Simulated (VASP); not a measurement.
# Ge2Sb2Te5 (P-3m1) in VASP: single point with LDA

Aim: the single point of Ge2Sb2Te5 with LDA.

Program: VASP 6.6.1. These are calculated values, not measurements. Logs are shortened: lines on timing, memory, paths and dates and some standing lists are left out, and cuts for length are marked.

## 1. The cell of the first run

Symmetry: P-3m1, No. 164, trigonal system. Conventional cell: a = 4.176 Å, b = 4.176 Å, c = 16.909 Å, α = 90.00°, β = 90.00°, γ = 120.00°. Te (site symmetry -3m) has 6 Sb at 3.12 Å and 6 Te at 4.18 Å within 4.2 Å. Te (site symmetry 3m) has 3 Sb at 2.97 Å and 3 Ge at 3.14 Å within 3.9 Å. Te (site symmetry 3m) has 3 Ge at 2.79 Å and 3 Te at 3.58 Å within 3.7 Å. Sb (site symmetry 3m) has 6 Te at 2.97 to 3.12 Å within 3.9 Å. Within 3.7 Å of Ge (site symmetry 3m) lie 6 Te at 2.79 to 3.14 Å.

## 2. Single point, LDA

INCAR

```
SYSTEM = Ge2Sb2Te5
PREC = Accurate
ENCUT = 520
EDIFF = 1E-6
ISMEAR = 0
SIGMA = 0.03
LREAL = .FALSE.
LASPH = .TRUE.
NELM = 60
ALGO = Normal
ISIF = 2
LWAVE = .FALSE.
LCHARG = .FALSE.
GGA = CA
NBANDS = 44
```

KPOINTS

```
regular mesh
0
G
  10 10 2
  0 0 0
```

POSCAR

```
Ge2Sb2Te5
1.0
    4.1757969779      0.0000002848      0.0000000000
   -2.0878987356      3.6163461215      0.0000000000
    0.0000000000      0.0000000000     16.9092300810
Te Sb Ge
5 2 2
Direct
    1.0000000000      1.0000000000      0.0000000000
    0.6666666667      0.3333333333      0.2202685362
    0.3333333333      0.6666666667      0.4219282058
    0.6666666667      0.3333333333      0.5780717942
    0.3333333333      0.6666666667      0.7797314638
    0.3333333333      0.6666666667      0.1173633088
    0.6666666667      0.3333333333      0.8826366912
    0.0000000000      1.0000000000      0.3389588455
    1.0000000000      0.0000000000      0.6610411545
```

Potentials or basis: VASP PAW LDA potentials, release 64 (Te, Sb, Ge_d).

Started as:

```console
$ cat potpaw_LDA.64/Te/POTCAR potpaw_LDA.64/Sb/POTCAR potpaw_LDA.64/Ge_d/POTCAR > POTCAR
$ mpirun -np 1 vasp_std > vasp.out
```

OUTCAR:

```text
SYSTEM = Ge2Sb2Te5
   PREC = Accurate
   ENCUT = 520
   EDIFF = 1E-6
   ISMEAR = 0
   LREAL = .FALSE.
   LASPH = .TRUE.
   NELM = 60
   ISIF = 2
   GGA = CA

 ion  position               nearest neighbor table
   1  0.000  0.000  0.000-   6 3.12   7 3.12   6 3.12   7 3.12   7 3.12   6 3.12
   2  0.667  0.333  0.220-   6 2.97   6 2.97   6 2.97   8 3.14   8 3.14   8 3.14
   3  0.333  0.667  0.422-   8 2.79   8 2.79   8 2.79   4 3.58   4 3.58   4 3.58
   4  0.667  0.333  0.578-   9 2.79   9 2.79   9 2.79   3 3.58   3 3.58   3 3.58
   5  0.333  0.667  0.780-   7 2.97   7 2.97   7 2.97   9 3.14   9 3.14   9 3.14
   6  0.333  0.667  0.117-   2 2.97   2 2.97   2 2.97   1 3.12   1 3.12   1 3.12
   7  0.667  0.333  0.883-   5 2.97   5 2.97   5 2.97   1 3.12   1 3.12   1 3.12
   8  0.000  0.000  0.339-   3 2.79   3 2.79   3 2.79   2 3.14   2 3.14   2 3.14
   9  0.000  0.000  0.661-   4 2.79   4 2.79   4 2.79   5 3.14   5 3.14   5 3.14

  LATTYP: Found a hexagonal cell.
 ALAT       =     4.1757969779
 C/A-ratio  =     4.0493419988

  Lattice vectors:

 A1 = (   4.1757969779,   0.0000002848,   0.0000000000)
 A2 = (  -2.0878987356,   3.6163461215,   0.0000000000)
 A3 = (   0.0000000000,   0.0000000000,  16.9092300810)

Analysis of symmetry for initial positions (statically):
=====================================================================
 Subroutine PRICEL returns:
 Original cell was already a primitive cell.

 Routine SETGRP: Setting up the symmetry group for a
 hexagonal supercell.

 Subroutine GETGRP returns: Found 12 space group operations
 (whereof 12 operations were pure point group operations)
 out of a pool of 24 trial point group operations.

The static configuration has the point symmetry D_3d.

Analysis of symmetry for dynamics (positions and initial velocities):
=====================================================================
 Subroutine PRICEL returns:
 Original cell was already a primitive cell.

 Routine SETGRP: Setting up the symmetry group for a
 hexagonal supercell.

 Subroutine GETGRP returns: Found 12 space group operations
 (whereof 12 operations were pure point group operations)
 out of a pool of 24 trial point group operations.

The dynamic configuration has the point symmetry D_3d.

 Subroutine INISYM returns: Found 12 space group operations
 (whereof 12 operations are pure point group operations),
 and found     1 'primitive' translations

----------------------------------------------------------------------------------------

                                     Primitive cell

  volume of cell :     255.3484

  direct lattice vectors                    reciprocal lattice vectors
     4.175796978  0.000000285  0.000000000     0.239475235  0.138261113  0.000000000
    -2.087898736  3.616346121  0.000000000    -0.000000019  0.276522193  0.000000000
     0.000000000  0.000000000 16.909230081     0.000000000  0.000000000  0.059139298

  length of vectors
     4.175796978  4.175796978 16.909230081     0.276522193  0.276522193  0.059139298

  position of ions in fractional coordinates (direct lattice)
     0.000000000  0.000000000  0.000000000
     0.666666667  0.333333333  0.220268536
     0.333333333  0.666666667  0.421928206
     0.666666667  0.333333333  0.578071794
     0.333333333  0.666666667  0.779731464
     0.333333333  0.666666667  0.117363309
     0.666666667  0.333333333  0.882636691
     0.000000000  0.000000000  0.338958846
     0.000000000  0.000000000  0.661041154

  ion indices of the primitive-cell ions
   primitive index   ion index
                 1           1
                 2           2
                 3           3
                 4           4
                 5           5
                 6           6
                 7           7
                 8           8
                 9           9

----------------------------------------------------------------------------------------

 KPOINTS: regular mesh

Automatic generation of k-mesh.
 Grid dimensions read from file:
 generate k-points for:   10   10    2

 Generating k-lattice:

  Cartesian coordinates                     Fractional coordinates (reciprocal lattice)
     0.023947523  0.013826111  0.000000000     0.100000000  0.000000000  0.000000000
    -0.000000002  0.027652219  0.000000000    -0.000000000  0.100000000  0.000000000
     0.000000000  0.000000000  0.029569649     0.000000000  0.000000000  0.500000000

  Length of vectors
     0.027652219  0.027652219  0.029569649

  Shift w.r.t. Gamma in fractional coordinates (k-lattice)
     0.000000000  0.000000000  0.000000000

 Subroutine IBZKPT returns following result:
 ===========================================

 Found     28 irreducible k-points:

 Following reciprocal coordinates:
            Coordinates               Weight
  0.000000  0.000000  0.000000      1.000000
  0.100000 -0.000000  0.000000      6.000000
  0.200000 -0.000000  0.000000      6.000000
  0.300000 -0.000000  0.000000      6.000000
  0.400000 -0.000000  0.000000      6.000000
  0.500000  0.000000  0.000000      3.000000
[... 16 lines left out ...]
  0.300000  0.100000  0.500000     12.000000
  0.400000  0.100000  0.500000     12.000000
 [... further k-points ...]
   k-points           NKPTS =     28   k-points in BZ     NKDIM =     28   number of bands    NBANDS=     44
   number of dos      NEDOS =    301   number of ions     NIONS =      9
   total plane-waves  NPLWV = 129024
   dimension x,y,z NGX =    32 NGY =   32 NGZ =  126
   dimension x,y,z NGXF=    64 NGYF=   64 NGZF=  252
   ions per type =               5   2   2
   NGX,Y,Z   is equivalent  to a cutoff of  12.74, 12.74, 12.39 a.u.
   NGXF,Y,Z  is equivalent  to a cutoff of  25.48, 25.48, 24.78 a.u.
 SYSTEM =  Ge2Sb2Te5
   PREC   = accura    normal or accurate (medium, high low for compatibility)
   ISTART =      0    job   : 0-new  1-cont  2-samecut
   ICHARG =      2    charge: 1-file 2-atom 10-const
   ISPIN  =      1    spin polarized calculation?
   LNONCOLLINEAR =      F non collinear calculations
   LSORBIT =      F    spin-orbit coupling
   LASPH  =      T    aspherical Exc in radial PAW
   ENCUT  =  520.0 eV  38.22 Ry    6.18 a.u.   7.76  7.76 31.44*2*pi/ulx,y,z
   NELM   =     60;   NELMIN=  2; NELMDL= -5     # of ELM steps
   EDIFF  = 0.1E-05   stopping-criterion for ELM
   LREAL  =      F    real-space projection
   EDIFFG = 0.1E-04   stopping-criterion for IOM
   NSW    =      0    number of steps for IOM
   IBRION =     -1    ionic relax: 0-MD 1-quasi-New 2-CG
   NFREE  =      0    steps in history (QN), initial steepest desc. (CG)
   ISIF   =      2    stress and relaxation
   ISYM   =      2    0-nonsym 1-usesym 2-fastsym
   POTIM  = 0.5000    time-step for ionic-motion
   TEBEG  =    0.0;   TEEND  =   0.0 temperature during run
   PSTRESS=    0.0 pullay stress
   NELECT =      68.0000    total number of electrons
   NUPDOWN=      -1.0000    fix difference up-down
   EMIN   =  10.00;   EMAX   =-10.00  energy-range for DOS
   EFERMI =   0.00;   METHOD = LEGACY
   ISMEAR =     0;   SIGMA  =   0.03  broadening in eV -4-tet -1-fermi 0-gaus
   EFERMI_NEDOS =   21; number of points for ismear=-14 and -15
   IALGO  =     38    algorithm
   IMIX   =      4    mixing-type and parameters
     AMIX     =   0.40;   BMIX     =  1.00
     AMIX_MAG =   1.60;   BMIX_MAG =  1.00
  volume/ion in A,a.u.               =      28.37       191.46
  Fermi-wavevector in a.u.,A,eV,Ry     =   1.053255  1.990363 15.093561  1.109345
  Thomas-Fermi vector in A             =   2.188369
   LORBIT       =      0    0 simple, 1 ext, 2 COOP (PROOUT), +10 PAW based schemes
   GGA     = CA    functional components
   LHFCALC =     F    Hartree Fock is set to
   AEXX    =    0.0000 exact exchange contribution
   IVDW    =     0    specifies the selected vdW correction
   LEPSILON=     F    determine dielectric tensor
   LRPA    =     F    only Hartree local field effects (RPA)
 non-spin polarized calculation
 Gauss-broadening in eV      SIGMA  =   0.03
  energy-cutoff  :      520.00
  volume of cell :      255.35
 maximum number of plane-waves:      6902
 NGX is ok and might be reduce to    32
   NGX = 15   NGY = 15   NGZ = 63

 number of electron      68.0000018 magnetization

 Free energy of the ion-electron system (eV)
  ---------------------------------------------------
  ext. energy  EPLUGINS =         0.00000000
  ---------------------------------------------------
  free energy    TOTEN  =       -39.79121138 eV

  energy without entropy =      -39.79070303  energy(sigma->0) =      -39.79095721

 E-fermi :   6.9740     XC(G=0):  -9.9418

 val. band max:        6.9492408175   @ k =   0.1000  -0.0000   0.0000
 cond. band min:       6.9959901086   @ k =   0.0000   0.0000   0.0000
 fundamental gap:      0.0467492911
 Fermi energy:         6.9740369370

 k-point     1 :       0.0000    0.0000    0.0000
  band No.  band energies     occupation
      1     -17.9690      2.00000
      2     -17.9690      2.00000
      3     -17.9689      2.00000
      4     -17.9689      2.00000
      5     -17.9549      2.00000
      6     -17.9549      2.00000
[... 36 lines left out ...]
     43       8.9085      0.00000
     44       9.2479      0.00000

 k-point     2 :       0.1000   -0.0000    0.0000
  band No.  band energies     occupation
      1     -17.9692      2.00000
      2     -17.9692      2.00000
      3     -17.9687      2.00000
      4     -17.9687      2.00000
      5     -17.9551      2.00000
      6     -17.9550      2.00000
[... 36 lines left out ...]
     43       9.2007      0.00000
     44       9.4793      0.00000

 k-point     3 :       0.2000   -0.0000    0.0000
  band No.  band energies     occupation
      1     -17.9700      2.00000
      2     -17.9700      2.00000
      3     -17.9680      2.00000
      4     -17.9680      2.00000
      5     -17.9554      2.00000
      6     -17.9554      2.00000
[... 36 lines left out ...]
     43       9.6857      0.00000
     44      10.0944      0.00000

 k-point     4 :       0.3000   -0.0000    0.0000
  band No.  band energies     occupation
      1     -17.9709      2.00000
      2     -17.9709      2.00000
      3     -17.9672      2.00000
      4     -17.9672      2.00000
      5     -17.9559      2.00000
      6     -17.9559      2.00000
[... 882 lines left out ...]
     43      10.0576      0.00000
     44      10.3385      0.00000

 k-point    23 :       0.3000    0.1000    0.5000
  band No.  band energies     occupation
      1     -17.9712      2.00000
      2     -17.9712      2.00000
      3     -17.9670      2.00000
      4     -17.9670      2.00000
      5     -17.9560      2.00000
      6     -17.9560      2.00000
[... 36 lines left out ...]
     43      10.2275      0.00000
     44      10.5310      0.00000

 k-point    24 :       0.4000    0.1000    0.5000
  band No.  band energies     occupation
      1     -17.9717      2.00000
      2     -17.9717      2.00000
      3     -17.9667      2.00000
      4     -17.9666      2.00000
      5     -17.9562      2.00000
      6     -17.9562      2.00000
[... 36 lines left out ...]
     43      10.5078      0.00000
     44      10.6229      0.00000

 [... further k-points ...]
[... 5 lines left out ...]
  --------------------------------------------------------------------------------------
  -------------------------------------------------------------------------------------
  Total        0.3774840      0.3774840      0.3710615     -0.0000000     -0.0000000     -0.0000000
  in kB        2.3685138      2.3685138      2.3282157     -0.0000000     -0.0000000     -0.0000000
  external PRESSURE =       2.3550811 kB  Pullay stress =       0.0000000 kB

 VOLUME and BASIS-vectors are now :
 -----------------------------------------------------------------------------
  energy-cutoff  :      520.00
  volume of cell :      255.35
      direct lattice vectors                 reciprocal lattice vectors
     4.175796978  0.000000285  0.000000000     0.239475235  0.138261113  0.000000000
    -2.087898736  3.616346121  0.000000000    -0.000000019  0.276522193  0.000000000
     0.000000000  0.000000000 16.909230081     0.000000000  0.000000000  0.059139298

 POSITION                                       TOTAL-FORCE (eV/Angst)
 -----------------------------------------------------------------------------------
      0.00000      0.00000      0.00000         0.000000     -0.000000      0.000000
      2.08790      1.20545      3.72457         0.000000     -0.000000      0.046821
     -0.00000      2.41090      7.13448         0.000000      0.000000      0.028326
      2.08790      1.20545      9.77475         0.000000     -0.000000     -0.028326
     -0.00000      2.41090     13.18466        -0.000000      0.000000     -0.046821
     -0.00000      2.41090      1.98452        -0.000000     -0.000000     -0.031178
      2.08790      1.20545     14.92471        -0.000000      0.000000      0.031178
      0.00000      0.00000      5.73153        -0.000000     -0.000000     -0.025804
      0.00000      0.00000     11.17770        -0.000000      0.000000      0.025804
 -----------------------------------------------------------------------------------
    total drift:                                0.000000     -0.000000      0.000000

  FREE ENERGIE OF THE ION-ELECTRON SYSTEM (eV)
  ---------------------------------------------------
  free  energy   TOTEN  =       -39.7912113806 eV

  energy  without entropy=      -39.7907030327  energy(sigma->0) =      -39.79095721
```

It took 14 min on 1 thread of Intel Xeon 8259CL, shared host; peak memory 0.46 GiB.

What came out:

* Free energy: -39.7912 eV
* Pressure: 0.2 GPa
* Largest force: 0.047 eV/Å
* Band gap on the k mesh: 0.05 eV (least direct gap 0.07 eV)

Forces on the atoms (eV/Å):
```
Te   0.000  0.000  0.000
Te   0.000  0.000  0.047
Te   0.000  0.000  0.028
Te   0.000  0.000 -0.028
Te   0.000  0.000 -0.047
Sb   0.000  0.000 -0.031
Sb   0.000  0.000  0.031
Ge   0.000  0.000 -0.026
Ge   0.000  0.000  0.026
```

Caveat: spin-orbit coupling is left out, which moves the levels of the heavy elements.
